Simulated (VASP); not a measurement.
# In3Sb: single point with r2SCAN

In3Sb:

```
In Sb
1.0
     4.83696    0.00000    0.00000
     0.00000    4.83696    0.00000
     0.00000    0.00000    4.83696
In Sb
3 1
Direct
  0.50000 0.50000 0.00000
  0.50000 0.00000 0.50000
  0.00000 0.50000 0.50000
  0.00000 0.00000 0.00000
```

```
Program                : VASP 6.6.1
Task                   : single point
Functional             : r2SCAN
Potentials or basis    : VASP PAW PBE potentials, release 64 (In_d, Sb)
Cutoff                 : 550 eV
k mesh                 : 3 × 3 × 3
Occupations            : fermi-dirac, width 0.1 eV
Spin                   : no spin polarisation
Dipole correction      : no
Further INCAR settings : ALGO = Normal; EDIFF = 1e-06; NBANDS = 30
```

- Pressure: -0.8 GPa
- Band gap on the k mesh: zero (band 22 reaches 7.28 eV, above the bottom of band 23 at 6.69 eV)

Levels at points of the mesh, in eV from the Fermi level:
| k point | band 19 | band 20 | band 21 | band 22 | band 23 | band 24 | band 25 | band 26 |
| --- | --- | --- | --- | --- | --- | --- | --- | --- |
| (0.00, 0.00, 0.00) | -3.42 | -3.42 | -2.74 | -2.74 | 1.96 | 1.96 | 1.96 | 3.67 |

It took 2.9 min on 1 thread of Intel Xeon 8259CL, with other jobs on the host, peak memory 0.26 GiB.

Caveat: the k points lie up to 0.43 Å⁻¹ apart; the PAW data sets were made with another functional, which shifts forces and pressure a little; spin-orbit coupling is left out, which moves the levels of the heavy elements.
